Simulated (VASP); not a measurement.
# SnSe (Fm-3m) in VASP: a series of runs

The runs below take SnSe through single point, with PBEsol.

All numbers are computed with VASP 6.6.1; they aren't measurements. Logs are shortened: lines on timing, memory, paths and dates and some standing lists are left out, and cuts for length are marked.

## 1. The cell of the first run

The structure is cubic, space group Fm-3m (No. 225). The conventional cell has a = 5.946 Å, b = 5.946 Å, c = 5.946 Å, α = 90.00°, β = 90.00°, γ = 90.00°. Sn (site symmetry m-3m) has 6 Se at 2.97 Å within 3.9 Å. Within 3.9 Å of Se (site symmetry m-3m) lie 6 Sn at 2.97 Å.

## 2. Single point, PBEsol

Input file INCAR:

```
SYSTEM = SnSe
ALGO     = Normal         ! electronic algorithm
EDIFF    = 1E-6           ! SCF threshold, eV
ENCUT    = 500            ! plane-wave cutoff, eV
GGA      = PS             ! functional
GGA_COMPAT= .FALSE.      
ISIF     = 2              ! what is computed and relaxed
ISMEAR   = 0              ! smearing method
LASPH    = .TRUE.         ! aspherical terms in the spheres
LCHARG   = .FALSE.        ! write CHGCAR
LREAL    = .FALSE.        ! projectors in reciprocal space
LWAVE    = .FALSE.        ! write WAVECAR
NBANDS   = 17             ! bands
NELM     = 120            ! most SCF steps
PREC     = Accurate       ! precision mode
SIGMA    = 0.01           ! smearing width, eV
```

Input file KPOINTS:

```
k-points
0
G
  8 8 8
  0 0 0
```

Input file POSCAR:

```
SnSe
1.0
    0.0000000000      2.9727546659      2.9727546659
    2.9727546659      0.0000000000      2.9727546659
    2.9727546659      2.9727546659      0.0000000000
Sn Se
1 1
Direct
    0.0000000000      0.0000000000      0.0000000000
    0.5000000000      0.5000000000      0.5000000000
```

Potentials or basis: VASP PAW PBE potentials, release 64 (Sn_d, Se).

Run with:

```sh
$ cat potpaw_PBE.64/Sn_d/POTCAR potpaw_PBE.64/Se/POTCAR > POTCAR
$ mpirun -np 1 vasp_std > vasp.out
```

OUTCAR:

```text
SYSTEM = SnSe
   EDIFF = 1E-6
   ENCUT = 500
   GGA = PS
   ISIF = 2
   ISMEAR = 0
   LASPH = .TRUE.
   LREAL = .FALSE.
   NELM = 120
   PREC = Accurate

 ion  position               nearest neighbor table
   1  0.000  0.000  0.000-   2 2.97   2 2.97   2 2.97   2 2.97   2 2.97   2 2.97
   2  0.500  0.500  0.500-   1 2.97   1 2.97   1 2.97   1 2.97   1 2.97   1 2.97

  LATTYP: Found a face centered cubic cell.
 ALAT       =     5.9455093318

  Lattice vectors:

 A1 = (   0.0000000000,   2.9727546659,   2.9727546659)
 A2 = (   2.9727546659,   0.0000000000,   2.9727546659)
 A3 = (   2.9727546659,   2.9727546659,   0.0000000000)

Analysis of symmetry for initial positions (statically):
=====================================================================
 Subroutine PRICEL returns:
 Original cell was already a primitive cell.

 Routine SETGRP: Setting up the symmetry group for a
 face centered cubic supercell.

 Subroutine GETGRP returns: Found 48 space group operations
[... 9 lines left out ...]

 Routine SETGRP: Setting up the symmetry group for a
 face centered cubic supercell.

 Subroutine GETGRP returns: Found 48 space group operations
[... 11 lines left out ...]
                                     Primitive cell

  volume of cell :      52.5421

  direct lattice vectors                    reciprocal lattice vectors
     0.000000000  2.972754666  2.972754666    -0.168194169  0.168194169  0.168194169
     2.972754666  0.000000000  2.972754666     0.168194169 -0.168194169  0.168194169
     2.972754666  2.972754666  0.000000000     0.168194169  0.168194169 -0.168194169

  length of vectors
     4.204109966  4.204109966  4.204109966     0.291320846  0.291320846  0.291320846

  position of ions in fractional coordinates (direct lattice)
     0.000000000  0.000000000  0.000000000
     0.500000000  0.500000000  0.500000000

  ion indices of the primitive-cell ions
   primitive index   ion index
                 1           1
                 2           2

----------------------------------------------------------------------------------------

 KPOINTS: k-points

Automatic generation of k-mesh.
 Grid dimensions read from file:
 generate k-points for:    8    8    8

 Generating k-lattice:

  Cartesian coordinates                     Fractional coordinates (reciprocal lattice)
    -0.021024271  0.021024271  0.021024271     0.125000000  0.000000000  0.000000000
     0.021024271 -0.021024271  0.021024271     0.000000000  0.125000000  0.000000000
[... 50 lines left out ...]
   ISTART =      0    job   : 0-new  1-cont  2-samecut
   ICHARG =      2    charge: 1-file 2-atom 10-const
   ISPIN  =      1    spin polarized calculation?
   LNONCOLLINEAR =      F non collinear calculations
   LSORBIT =      F    spin-orbit coupling
   LASPH  =      T    aspherical Exc in radial PAW
   ENCUT  =  500.0 eV  36.75 Ry    6.06 a.u.   7.67  7.67  7.67*2*pi/ulx,y,z
   NELM   =    120;   NELMIN=  2; NELMDL= -5     # of ELM steps
   EDIFF  = 0.1E-05   stopping-criterion for ELM
   LREAL  =      F    real-space projection
   EDIFFG = 0.1E-04   stopping-criterion for IOM
   NSW    =      0    number of steps for IOM
   IBRION =     -1    ionic relax: 0-MD 1-quasi-New 2-CG
   NFREE  =      0    steps in history (QN), initial steepest desc. (CG)
   ISIF   =      2    stress and relaxation
   ISYM   =      2    0-nonsym 1-usesym 2-fastsym
   POTIM  = 0.5000    time-step for ionic-motion
   TEBEG  =    0.0;   TEEND  =   0.0 temperature during run
   PSTRESS=    0.0 pullay stress
   NELECT =      20.0000    total number of electrons
   NUPDOWN=      -1.0000    fix difference up-down
   EMIN   =  10.00;   EMAX   =-10.00  energy-range for DOS
   EFERMI =   0.00;   METHOD = LEGACY
   ISMEAR =     0;   SIGMA  =   0.01  broadening in eV -4-tet -1-fermi 0-gaus
   EFERMI_NEDOS =   21; number of points for ismear=-14 and -15
   IALGO  =     38    algorithm
   IMIX   =      4    mixing-type and parameters
     AMIX     =   0.40;   BMIX     =  1.00
     AMIX_MAG =   1.60;   BMIX_MAG =  1.00
  volume/ion in A,a.u.               =      26.27       177.29
  Fermi-wavevector in a.u.,A,eV,Ry     =   1.186449  2.242064 19.152396  1.407661
  Thomas-Fermi vector in A             =   2.322622
   LORBIT       =      0    0 simple, 1 ext, 2 COOP (PROOUT), +10 PAW based schemes
   GGA     = PS    functional components
   LHFCALC =     F    Hartree Fock is set to
   AEXX    =    0.0000 exact exchange contribution
   IVDW    =     0    specifies the selected vdW correction
   LEPSILON=     F    determine dielectric tensor
   LRPA    =     F    only Hartree local field effects (RPA)
 non-spin polarized calculation
 Gauss-broadening in eV      SIGMA  =   0.01
  energy-cutoff  :      500.00
  volume of cell :       52.54
 maximum number of plane-waves:      1363
   NGX = 15   NGY = 15   NGZ = 15

 number of electron      20.0000006 magnetization

 Free energy of the ion-electron system (eV)
  ---------------------------------------------------
  ext. energy  EPLUGINS =         0.00000000
  ---------------------------------------------------
  free energy    TOTEN  =        -8.98553074 eV

  energy without entropy =       -8.98553074  energy(sigma->0) =       -8.98553074

 E-fermi :   5.8435     XC(G=0):  -9.9458

 val. band max:        5.7500517200   @ k =   0.5000   0.0000   0.0000
 cond. band min:       6.4989019707   @ k =  -0.3750   0.1250   0.0000
 fundamental gap:      0.7488502506
 Fermi energy:         5.8434779416

 k-point     1 :       0.0000    0.0000    0.0000
  band No.  band energies     occupation
      1     -15.6178      2.00000
      2     -15.6178      2.00000
      3     -15.6168      2.00000
      4     -15.6168      2.00000
      5     -15.6168      2.00000
      6      -8.2758      2.00000
[... 457 lines left out ...]
      4     -15.6064      2.00000
      5     -15.6001      2.00000
      6      -7.0856      2.00000
[... 9 lines left out ...]
     16      16.6909      0.00000
     17      16.7857      0.00000

 [... further k-points ...]
[... 5 lines left out ...]
  --------------------------------------------------------------------------------------
  -------------------------------------------------------------------------------------
  Total        0.0056043      0.0056043      0.0056043      0.0000000      0.0000000      0.0000000
  in kB        0.1708944      0.1708944      0.1708944      0.0000000      0.0000000      0.0000000
  external PRESSURE =       0.1708944 kB  Pullay stress =       0.0000000 kB

 VOLUME and BASIS-vectors are now :
 -----------------------------------------------------------------------------
  energy-cutoff  :      500.00
  volume of cell :       52.54
      direct lattice vectors                 reciprocal lattice vectors
     0.000000000  2.972754666  2.972754666    -0.168194169  0.168194169  0.168194169
     2.972754666  0.000000000  2.972754666     0.168194169 -0.168194169  0.168194169
     2.972754666  2.972754666  0.000000000     0.168194169  0.168194169 -0.168194169

 POSITION                                       TOTAL-FORCE (eV/Angst)
 -----------------------------------------------------------------------------------
      0.00000      0.00000      0.00000        -0.000000     -0.000000     -0.000000
      2.97275      2.97275      2.97275         0.000000      0.000000      0.000000
 -----------------------------------------------------------------------------------
    total drift:                                0.000000     -0.000000     -0.000000

  FREE ENERGIE OF THE ION-ELECTRON SYSTEM (eV)
  ---------------------------------------------------
  free  energy   TOTEN  =        -8.9855307419 eV

  energy  without entropy=       -8.9855307419  energy(sigma->0) =       -8.98553074
```

Run time: 10 s. Hardware: 1 thread of Intel Xeon 6975P-C (Granite Rapids), shared host; peak memory 0.18 GiB.

Results:

```yaml
Free_energy: -8.9855 eV
Pressure: 0.0 GPa
Band_gap_on_the_k_mesh: 0.75 eV, indirect (least direct gap 0.82 eV)
```

Caveat: the PAW data sets were made with another functional, which shifts forces and pressure a little; spin-orbit coupling is left out, which moves the levels of the heavy elements. A k mesh can miss the band edges.

## 3. Single point, PBEsol (volume scaled by 1.02)

Input file INCAR:

```
PREC = Accurate
ENCUT = 500
EDIFF = 1E-6
ISMEAR = 0
SIGMA = 0.01
LREAL = F
LASPH = T
NELM = 120
ALGO = Normal
ISIF = 2
LWAVE = F
LCHARG = F
GGA = PS
NBANDS = 17
GGA_COMPAT = F
```

Input file KPOINTS:

```
regular mesh
0
Gamma
  8 8 8
```

Input file POSCAR:

```
SnSe
1.0
    0.0000000000      2.9924423566      2.9924423566
    2.9924423566      0.0000000000      2.9924423566
    2.9924423566      2.9924423566      0.0000000000
Sn Se
1 1
Direct
    0.0000000000      0.0000000000      0.0000000000
    0.5000000000      0.5000000000      0.5000000000
```

Potentials or basis: VASP PAW PBE potentials, release 64 (Sn_d, Se).

Run with:

```sh
$ cat potpaw_PBE.64/Sn_d/POTCAR potpaw_PBE.64/Se/POTCAR > POTCAR
$ mpirun -np 1 vasp_std > vasp.out
```

OUTCAR:

```text
PREC = Accurate
   ENCUT = 500
   EDIFF = 1E-6
   ISMEAR = 0
   LREAL = F
   LASPH = T
   NELM = 120
   ISIF = 2
   GGA = PS

 ion  position               nearest neighbor table
   1  0.000  0.000  0.000-   2 2.99   2 2.99   2 2.99   2 2.99   2 2.99   2 2.99
   2  0.500  0.500  0.500-   1 2.99   1 2.99   1 2.99   1 2.99   1 2.99   1 2.99

  LATTYP: Found a face centered cubic cell.
 ALAT       =     5.9848847132

  Lattice vectors:

 A1 = (   0.0000000000,   2.9924423566,   2.9924423566)
 A2 = (   2.9924423566,   0.0000000000,   2.9924423566)
 A3 = (   2.9924423566,   2.9924423566,   0.0000000000)

Analysis of symmetry for initial positions (statically):
=====================================================================
 Subroutine PRICEL returns:
 Original cell was already a primitive cell.

 Routine SETGRP: Setting up the symmetry group for a
 face centered cubic supercell.

 Subroutine GETGRP returns: Found 48 space group operations
[... 9 lines left out ...]

 Routine SETGRP: Setting up the symmetry group for a
 face centered cubic supercell.

 Subroutine GETGRP returns: Found 48 space group operations
[... 11 lines left out ...]
                                     Primitive cell

  volume of cell :      53.5929

  direct lattice vectors                    reciprocal lattice vectors
     0.000000000  2.992442357  2.992442357    -0.167087596  0.167087596  0.167087596
     2.992442357  0.000000000  2.992442357     0.167087596 -0.167087596  0.167087596
     2.992442357  2.992442357  0.000000000     0.167087596  0.167087596 -0.167087596

  length of vectors
     4.231952565  4.231952565  4.231952565     0.289404206  0.289404206  0.289404206

  position of ions in fractional coordinates (direct lattice)
     0.000000000  0.000000000  0.000000000
     0.500000000  0.500000000  0.500000000

  ion indices of the primitive-cell ions
   primitive index   ion index
                 1           1
                 2           2

[... 79 lines left out ...]
   POTIM  = 0.5000    time-step for ionic-motion
   TEBEG  =    0.0;   TEEND  =   0.0 temperature during run
   PSTRESS=    0.0 pullay stress
   NELECT =      20.0000    total number of electrons
   NUPDOWN=      -1.0000    fix difference up-down
   EMIN   =  10.00;   EMAX   =-10.00  energy-range for DOS
   EFERMI =   0.00;   METHOD = LEGACY
   ISMEAR =     0;   SIGMA  =   0.01  broadening in eV -4-tet -1-fermi 0-gaus
   EFERMI_NEDOS =   21; number of points for ismear=-14 and -15
   IALGO  =     38    algorithm
   IMIX   =      4    mixing-type and parameters
     AMIX     =   0.40;   BMIX     =  1.00
     AMIX_MAG =   1.60;   BMIX_MAG =  1.00
  volume/ion in A,a.u.               =      26.80       180.83
  Fermi-wavevector in a.u.,A,eV,Ry     =   1.178643  2.227313 18.901212  1.389200
  Thomas-Fermi vector in A             =   2.314968
   LORBIT       =      0    0 simple, 1 ext, 2 COOP (PROOUT), +10 PAW based schemes
   GGA     = PS    functional components
   LHFCALC =     F    Hartree Fock is set to
   AEXX    =    0.0000 exact exchange contribution
   IVDW    =     0    specifies the selected vdW correction
   LEPSILON=     F    determine dielectric tensor
   LRPA    =     F    only Hartree local field effects (RPA)
 non-spin polarized calculation
 Gauss-broadening in eV      SIGMA  =   0.01
  energy-cutoff  :      500.00
  volume of cell :       53.59
 maximum number of plane-waves:      1380
   NGX = 15   NGY = 15   NGZ = 15

 number of electron      20.0000008 magnetization

 Free energy of the ion-electron system (eV)
  ---------------------------------------------------
  ext. energy  EPLUGINS =         0.00000000
  ---------------------------------------------------
  free energy    TOTEN  =        -8.98240822 eV

  energy without entropy =       -8.98240822  energy(sigma->0) =       -8.98240822

 E-fermi :   5.5858     XC(G=0):  -9.8558

 val. band max:        5.5395797099   @ k =   0.5000   0.0000   0.0000
 cond. band min:       6.2623527692   @ k =  -0.3750   0.1250   0.0000
 fundamental gap:      0.7227730593
 Fermi energy:         5.5858257042

 k-point     1 :       0.0000    0.0000    0.0000
  band No.  band energies     occupation
      1     -15.8443      2.00000
      2     -15.8443      2.00000
      3     -15.8442      2.00000
      4     -15.8442      2.00000
      5     -15.8442      2.00000
      6      -8.3614      2.00000
[... 457 lines left out ...]
      4     -15.8346      2.00000
      5     -15.8288      2.00000
      6      -7.2263      2.00000
[... 9 lines left out ...]
     16      16.4029      0.00000
     17      16.5143      0.00000

 [... further k-points ...]
[... 5 lines left out ...]
  --------------------------------------------------------------------------------------
  -------------------------------------------------------------------------------------
  Total       -0.3526214     -0.3526214     -0.3526214      0.0000000      0.0000000     -0.0000000
  in kB      -10.5417304    -10.5417304    -10.5417304      0.0000000      0.0000000     -0.0000000
  external PRESSURE =     -10.5417304 kB  Pullay stress =       0.0000000 kB

 VOLUME and BASIS-vectors are now :
 -----------------------------------------------------------------------------
  energy-cutoff  :      500.00
  volume of cell :       53.59
      direct lattice vectors                 reciprocal lattice vectors
     0.000000000  2.992442357  2.992442357    -0.167087596  0.167087596  0.167087596
     2.992442357  0.000000000  2.992442357     0.167087596 -0.167087596  0.167087596
     2.992442357  2.992442357  0.000000000     0.167087596  0.167087596 -0.167087596

 POSITION                                       TOTAL-FORCE (eV/Angst)
 -----------------------------------------------------------------------------------
      0.00000      0.00000      0.00000         0.000000      0.000000      0.000000
      2.99244      2.99244      2.99244         0.000000      0.000000      0.000000
 -----------------------------------------------------------------------------------
    total drift:                                0.000000     -0.000000     -0.000000

  FREE ENERGIE OF THE ION-ELECTRON SYSTEM (eV)
  ---------------------------------------------------
  free  energy   TOTEN  =        -8.9824082172 eV

  energy  without entropy=       -8.9824082172  energy(sigma->0) =       -8.98240822
```

OSZICAR:

```text
N       E                     dE             d eps       ncg     rms          rms(c)
DAV:   1     0.132427264322E+03    0.13243E+03   -0.95588E+03   986   0.142E+03
DAV:   2     0.350798224661E+01   -0.12892E+03   -0.12477E+03  1044   0.341E+02
DAV:   3    -0.882498142865E+01   -0.12333E+02   -0.12237E+02  1245   0.940E+01
DAV:   4    -0.913681264163E+01   -0.31183E+00   -0.31158E+00  1189   0.159E+01
DAV:   5    -0.914549452147E+01   -0.86819E-02   -0.86815E-02  1385   0.256E+00    0.309E+00
DAV:   6    -0.898668695647E+01    0.15881E+00   -0.38133E-01  1455   0.406E+00    0.186E+00
DAV:   7    -0.898250283264E+01    0.41841E-02   -0.66187E-02  1190   0.126E+00    0.868E-01
DAV:   8    -0.898253753740E+01   -0.34705E-04   -0.65405E-03  1241   0.701E-01    0.853E-02
DAV:   9    -0.898239091606E+01    0.14662E-03   -0.11570E-03  1408   0.264E-01    0.412E-02
DAV:  10    -0.898240669098E+01   -0.15775E-04   -0.10609E-04  1208   0.681E-02    0.812E-03
DAV:  11    -0.898240817613E+01   -0.14852E-05   -0.75254E-06  1347   0.207E-02    0.237E-03
DAV:  12    -0.898240821719E+01   -0.41061E-07   -0.31807E-07   676   0.779E-03
   1 F= -.89824082E+01 E0= -.89824082E+01  d E =-.226983E-13
```

stdout:

```text
POSCAR found type information on POSCAR SnSe
 POSCAR found :  2 types and       2 ions
 scaLAPACK will be used
 -----------------------------------------------------------------------------
|                                                                             |
|                                                                             |
|     You enforced a specific xc type in the INCAR file but a different       |
|     I HOPE YOU KNOW WHAT YOU ARE DOING!                                     |
|                                                                             |
 -----------------------------------------------------------------------------

 LDA part: xc-table for (Slater+PW92), standard interpolation
 POSCAR, INCAR and KPOINTS ok, starting setup
 FFT: planning ... GRIDC
 FFT: planning ... GRID_SOFT
 FFT: planning ... GRID
 WAVECAR not read
 entering main loop
```

It took 9.2 s on 1 thread of Intel Xeon 6975P-C (Granite Rapids), shared host; peak memory 0.18 GiB.

Results:

```
Free energy            : -8.9824 eV
Pressure               : -1.1 GPa
Band gap on the k mesh : 0.72 eV, indirect (least direct gap 0.73 eV)
```

Levels at points of the mesh, in eV from the valence-band top:
| k point | band 6 | band 7 | band 8 | band 9 | band 10 | band 11 | band 12 | band 13 | band 14 | band 15 |
| --- | --- | --- | --- | --- | --- | --- | --- | --- | --- | --- |
| (0.00, 0.00, 0.00) | -13.90 | -4.95 | -2.14 | -2.14 | -2.14 | 4.45 | 4.45 | 4.45 | 5.88 | 5.88 |
| (0.50, 0.00, 0.00) | -12.92 | -8.07 | -1.89 | -1.89 | 0.00 | 0.73 | 1.30 | 1.30 | 8.27 | 10.21 |
| (0.50, 0.50, 0.00) | -12.63 | -5.94 | -5.53 | -3.63 | -3.63 | 2.96 | 5.52 | 5.52 | 6.14 | 10.61 |

Caveat: the PAW data sets were made with another functional, which shifts forces and pressure a little; spin-orbit coupling is left out, which moves the levels of the heavy elements.
